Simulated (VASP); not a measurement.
# InSbH6 (P1) in VASP: single point with PBEsol

Aim: the single point of InSbH6 with PBEsol.

Program: VASP 6.6.1. These are calculated values, not measurements. Logs are shortened: lines on timing, memory, paths and dates and some standing lists are left out, and cuts for length are marked.

## (1) The cell of the first run

The typed cell holds 8 atoms: a = 4.961 Å, b = 4.973 Å, c = 4.974 Å, α = 99.21°, β = 80.79°, γ = 80.80°.

## (2) Single point, PBEsol

The input, INCAR:

```
PREC = Accurate
ENCUT = 500
EDIFF = 1E-6
ISMEAR = -1
SIGMA = 0.05
LREAL = F
LASPH = T
NELM = 120
ALGO = Normal
ISIF = 2
LWAVE = F
LCHARG = T
GGA = PS
LELF = T
LVHAR = T
NBANDS = 27
GGA_COMPAT = F
```

The input, KPOINTS:

```
Automatic mesh
0
Gamma
  6 4 4
```

The input, POSCAR:

```
InSbH6
1.0
    4.9460285950      0.0096460924      0.3891360554
    0.5409452710      3.7912575729      3.1717582730
    0.5555374369     -3.7839250590      3.1806711446
In Sb H
1 1 6
Direct
    0.3878300552      0.6385624987      0.6383792199
   -0.0240902974      1.0489736750      1.0485904925
   -0.2584238129      0.9435744849      0.2816459790
    0.0808412811      0.2829283241      1.2821499050
    0.2964129834      0.3347825797      0.7293038147
    0.6931182327      0.7284014514     -0.2716586969
    0.2964975264     -0.2701842050      0.3348673539
    0.7414651499      0.2818569719     -0.0569277358
```

Potentials or basis: VASP PAW PBE potentials, release 64 (In_d, Sb_d_GW, H).

The run is started by

```console
$ cat potpaw_PBE.64/In_d/POTCAR potpaw_PBE.64/Sb_d_GW/POTCAR potpaw_PBE.64/H/POTCAR > POTCAR
$ mpirun -np 1 vasp_std > vasp.out
```

OUTCAR:

```text
PREC = Accurate
   ENCUT = 500
   EDIFF = 1E-6
   ISMEAR = -1
   LREAL = F
   LASPH = T
   NELM = 120
   ISIF = 2
   GGA = PS

 ion  position               nearest neighbor table
   1  0.388  0.639  0.638-   7 1.75   6 1.75   5 1.75   2 2.92
   2  0.976  0.049  0.049-   3 1.71   8 1.71   4 1.71   1 2.92
   3  0.742  0.944  0.282-   2 1.71
   4  0.081  0.283  0.282-   2 1.71
   5  0.296  0.335  0.729-   1 1.75
   6  0.693  0.728  0.728-   1 1.75
   7  0.296  0.730  0.335-   1 1.75
   8  0.741  0.282  0.943-   2 1.71

  LATTYP: Found a triclinic cell.
 ALAT       =     4.9742717684
 B/A-ratio  =     1.5228765702
 C/A-ratio  =     0.9973967070
 COS(alpha) =     0.0000684000
 COS(beta)  =     0.1600114804
 COS(gamma) =     0.7616648351

  Lattice vectors:

 A1 = (   0.5555374369,  -3.7839250590,   3.1806711446)
 A2 = (   0.0145921659,  -7.5751826319,   0.0089128716)
 A3 = (   4.9460285950,   0.0096460924,   0.3891360554)

Analysis of symmetry for initial positions (statically):
=====================================================================
 Subroutine PRICEL returns:
 Original cell was already a primitive cell.

 Routine SETGRP: Setting up the symmetry group for a
 triclinic supercell.

 Subroutine GETGRP returns: Found  1 space group operations
 (whereof  1 operations were pure point group operations)
 out of a pool of  2 trial point group operations.

The static configuration has the point symmetry C_1 .

Analysis of symmetry for dynamics (positions and initial velocities):
=====================================================================
 Subroutine PRICEL returns:
 Original cell was already a primitive cell.

 Routine SETGRP: Setting up the symmetry group for a
 triclinic supercell.

 Subroutine GETGRP returns: Found  1 space group operations
 (whereof  1 operations were pure point group operations)
 out of a pool of  2 trial point group operations.

The dynamic configuration has the point symmetry C_1 .

 Subroutine INISYM returns: Found  1 space group operations
 (whereof  1 operations are pure point group operations),
 and found     1 'primitive' translations

----------------------------------------------------------------------------------------

                                     Primitive cell

  volume of cell :     117.3879

  direct lattice vectors                    reciprocal lattice vectors
     4.946028595  0.009646092  0.389136055     0.204965230  0.000353200 -0.035379129
     0.540945271  3.791257573  3.171758273    -0.012804920  0.132172992  0.159477760
     0.555537437 -3.783925059  3.180671145    -0.012307230 -0.131845829  0.159696607

  length of vectors
     4.961322281  4.972555310  4.974271768     0.207996522  0.207525472  0.207455530

  position of ions in fractional coordinates (direct lattice)
     0.387830055  0.638562499  0.638379220
     0.975909703  0.048973675  0.048590492
     0.741576187  0.943574485  0.281645979
     0.080841281  0.282928324  0.282149905
     0.296412983  0.334782580  0.729303815
     0.693118233  0.728401451  0.728341303
     0.296497526  0.729815795  0.334867354
     0.741465150  0.281856972  0.943072264

  ion indices of the primitive-cell ions
   primitive index   ion index
                 1           1
                 2           2
                 3           3
                 4           4
                 5           5
                 6           6
                 7           7
                 8           8

----------------------------------------------------------------------------------------

 KPOINTS: Automatic mesh

Automatic generation of k-mesh.
 Grid dimensions read from file:
 generate k-points for:    6    4    4

 Generating k-lattice:

  Cartesian coordinates                     Fractional coordinates (reciprocal lattice)
     0.034160872  0.000058867 -0.005896522     0.166666667 -0.000000000  0.000000000
    -0.003201230  0.033043248  0.039869440     0.000000000  0.250000000  0.000000000
    -0.003076807 -0.032961457  0.039924152    -0.000000000 -0.000000000  0.250000000

  Length of vectors
     0.034666087  0.051881368  0.051863882

  Shift w.r.t. Gamma in fractional coordinates (k-lattice)
     0.000000000  0.000000000  0.000000000

 Subroutine IBZKPT returns following result:
 ===========================================

 Found     52 irreducible k-points:

 Following reciprocal coordinates:
            Coordinates               Weight
  0.000000  0.000000  0.000000      1.000000
  0.166667  0.000000 -0.000000      2.000000
  0.333333  0.000000  0.000000      2.000000
  0.500000  0.000000 -0.000000      1.000000
  0.000000  0.250000  0.000000      2.000000
  0.166667  0.250000  0.000000      2.000000
[... 16 lines left out ...]
  0.333333  0.250000  0.250000      2.000000
  0.500000  0.250000  0.250000      2.000000
 [... further k-points ...]
   k-points           NKPTS =     52   k-points in BZ     NKDIM =     52   number of bands    NBANDS=     27
   number of dos      NEDOS =    301   number of ions     NIONS =      8
   total plane-waves  NPLWV =  46656
   dimension x,y,z NGX =    36 NGY =   36 NGZ =   36
   dimension x,y,z NGXF=    72 NGYF=   72 NGZF=   72
   ions per type =               1   1   6
   NGX,Y,Z   is equivalent  to a cutoff of  12.06, 12.04, 12.03 a.u.
   NGXF,Y,Z  is equivalent  to a cutoff of  24.13, 24.07, 24.06 a.u.
 SYSTEM =  unknown system
   PREC   = accura    normal or accurate (medium, high low for compatibility)
   ISTART =      0    job   : 0-new  1-cont  2-samecut
   ICHARG =      2    charge: 1-file 2-atom 10-const
   ISPIN  =      1    spin polarized calculation?
   LNONCOLLINEAR =      F non collinear calculations
   LSORBIT =      F    spin-orbit coupling
   LASPH  =      T    aspherical Exc in radial PAW
   ENCUT  =  500.0 eV  36.75 Ry    6.06 a.u.   9.05  9.07  9.07*2*pi/ulx,y,z
   NELM   =    120;   NELMIN=  2; NELMDL= -5     # of ELM steps
   EDIFF  = 0.1E-05   stopping-criterion for ELM
   LREAL  =      F    real-space projection
[... 7 lines left out ...]
   TEBEG  =    0.0;   TEEND  =   0.0 temperature during run
   PSTRESS=    0.0 pullay stress
   NELECT =      34.0000    total number of electrons
   NUPDOWN=      -1.0000    fix difference up-down
   EMIN   =  10.00;   EMAX   =-10.00  energy-range for DOS
   EFERMI =   0.00;   METHOD = LEGACY
   ISMEAR =    -1;   SIGMA  =   0.05  broadening in eV -4-tet -1-fermi 0-gaus
   EFERMI_NEDOS =   21; number of points for ismear=-14 and -15
   IALGO  =     38    algorithm
   IMIX   =      4    mixing-type and parameters
     AMIX     =   0.40;   BMIX     =  1.00
     AMIX_MAG =   1.60;   BMIX_MAG =  1.00
  volume/ion in A,a.u.               =      14.67        99.02
  Fermi-wavevector in a.u.,A,eV,Ry     =   1.083162  2.046879 15.962893  1.173240
  Thomas-Fermi vector in A             =   2.219221
   LORBIT       =      0    0 simple, 1 ext, 2 COOP (PROOUT), +10 PAW based schemes
   GGA     = PS    functional components
   LHFCALC =     F    Hartree Fock is set to
   AEXX    =    0.0000 exact exchange contribution
   IVDW    =     0    specifies the selected vdW correction
   LEPSILON=     F    determine dielectric tensor
   LRPA    =     F    only Hartree local field effects (RPA)
 non-spin polarized calculation
  energy-cutoff  :      500.00
  volume of cell :      117.39
 maximum number of plane-waves:      2998
   NGX = 19   NGY = 19   NGZ = 19

 number of electron      34.0000000 magnetization

 Free energy of the ion-electron system (eV)
  ---------------------------------------------------
  ext. energy  EPLUGINS =         0.00000000
  ---------------------------------------------------
  free energy    TOTEN  =       -24.84458383 eV

  energy without entropy =      -24.84458383  energy(sigma->0) =      -24.84458383

 E-fermi :   0.7153     XC(G=0):  -8.0969

 val. band max:       -0.3835706474   @ k =  -0.3333  -0.0000   0.2500
 cond. band min:       3.1020592968   @ k =   0.5000   0.5000   0.5000
 fundamental gap:      3.4856299442
 Fermi energy:         0.7152769831

 k-point     1 :       0.0000    0.0000    0.0000
  band No.  band energies     occupation
      1     -27.8130      2.00000
      2     -27.8129      2.00000
      3     -27.7322      2.00000
      4     -27.7320      2.00000
      5     -27.7013      2.00000
      6     -12.8914      2.00000
[... 19 lines left out ...]
     26       9.6820      0.00000
     27       9.7056      0.00000

 k-point     2 :       0.1667    0.0000   -0.0000
  band No.  band energies     occupation
      1     -27.8130      2.00000
      2     -27.8129      2.00000
      3     -27.7322      2.00000
      4     -27.7319      2.00000
      5     -27.7013      2.00000
      6     -12.8925      2.00000
[... 19 lines left out ...]
     26       9.5880      0.00000
     27       9.6939      0.00000

 k-point     3 :       0.3333    0.0000    0.0000
  band No.  band energies     occupation
      1     -27.8130      2.00000
      2     -27.8130      2.00000
      3     -27.7322      2.00000
      4     -27.7316      2.00000
      5     -27.7013      2.00000
      6     -12.8946      2.00000
[... 19 lines left out ...]
     26       9.4017      0.00000
     27       9.6062      0.00000

 k-point     4 :       0.5000    0.0000   -0.0000
  band No.  band energies     occupation
      1     -27.8131      2.00000
      2     -27.8130      2.00000
      3     -27.7322      2.00000
      4     -27.7315      2.00000
      5     -27.7013      2.00000
      6     -12.8956      2.00000
[... 19 lines left out ...]
     26       8.8667      0.00000
     27       9.5905      0.00000
[... 516 lines left out ...]
      4     -27.7317      2.00000
      5     -27.7013      2.00000
      6     -12.8963      2.00000
[... 19 lines left out ...]
     26       9.3242      0.00000
     27      10.4831      0.00000

 k-point    23 :       0.3333    0.2500    0.2500
  band No.  band energies     occupation
      1     -27.8131      2.00000
      2     -27.8131      2.00000
      3     -27.7319      2.00000
      4     -27.7315      2.00000
      5     -27.7013      2.00000
      6     -12.9001      2.00000
[... 19 lines left out ...]
     26       9.7446      0.00000
     27      10.7996      0.00000

 k-point    24 :       0.5000    0.2500    0.2500
  band No.  band energies     occupation
      1     -27.8131      2.00000
      2     -27.8131      2.00000
      3     -27.7319      2.00000
      4     -27.7314      2.00000
      5     -27.7014      2.00000
      6     -12.9033      2.00000
[... 19 lines left out ...]
     26       9.4999      0.00000
     27      10.0637      0.00000

 [... further k-points ...]

------------------------ aborting loop because EDIFF is reached ----------------------------------------

  FORCE on cell =-STRESS in cart. coord.  units (eV):
  Direction    XX          YY          ZZ          XY          YZ          ZX
  --------------------------------------------------------------------------------------
  -------------------------------------------------------------------------------------
  Total       -0.1294691     -0.1151324     -0.1038542     -0.0004769     -0.0030835     -0.0010531
  in kB       -1.7670678     -1.5713928     -1.4174609     -0.0065096     -0.0420857     -0.0143739
  external PRESSURE =      -1.5853072 kB  Pullay stress =       0.0000000 kB

 VOLUME and BASIS-vectors are now :
 -----------------------------------------------------------------------------
  energy-cutoff  :      500.00
  volume of cell :      117.39
      direct lattice vectors                 reciprocal lattice vectors
     4.946028595  0.009646092  0.389136055     0.204965230  0.000353200 -0.035379129
     0.540945271  3.791257573  3.171758273    -0.012804920  0.132172992  0.159477760
     0.555537437 -3.783925059  3.180671145    -0.012307230 -0.131845829  0.159696607

 POSITION                                       TOTAL-FORCE (eV/Angst)
 -----------------------------------------------------------------------------------
      2.61829      0.00912      4.20676        -0.000537     -0.002241     -0.011579
      4.88036      0.01122      0.68964         0.002516      0.000456     -0.002253
      4.33474      2.51876      4.17719         0.003298     -0.001872      0.001008
      0.70964      0.00580      1.82626        -0.002388     -0.000400      0.002979
      2.05232     -1.48752      3.49687         0.002116      0.008980      0.005126
      4.22683      0.01225      4.89664        -0.009998     -0.000084      0.000966
      2.04731      1.50267      3.49528         0.000861     -0.005920      0.003110
      4.34369     -2.49277      4.18212         0.004131      0.001081      0.000642
 -----------------------------------------------------------------------------------
    total drift:                                0.000053      0.000108     -0.000517

  FREE ENERGIE OF THE ION-ELECTRON SYSTEM (eV)
  ---------------------------------------------------
  free  energy   TOTEN  =       -24.8445838274 eV

  energy  without entropy=      -24.8445838273  energy(sigma->0) =      -24.84458383
```

It took 2.5 min on 1 thread of Intel Xeon Platinum 8175M at 2.50GHz (Skylake/Cascade Lake), shared host; peak memory 0.33 GiB.

Results:

| Quantity | Value |
| --- | --- |
| Free energy | -24.8446 eV |
| Pressure | -0.2 GPa |
| Largest force | 0.012 eV/Å |
| Band gap on the k mesh | 3.49 eV (least direct gap 3.78 eV) |

Forces in eV/Å, atoms in the order of the input:
```
In  -0.001 -0.002 -0.012
Sb   0.003  0.000 -0.002
H    0.003 -0.002  0.001
H   -0.002  0.000  0.003
H    0.002  0.009  0.005
H   -0.010  0.000  0.001
H    0.001 -0.006  0.003
H    0.004  0.001  0.001
```

Caveat: the PAW data sets were made with another functional, which shifts forces and pressure a little; spin-orbit coupling is left out, which moves the levels of the heavy elements. A k mesh can miss the band edges.
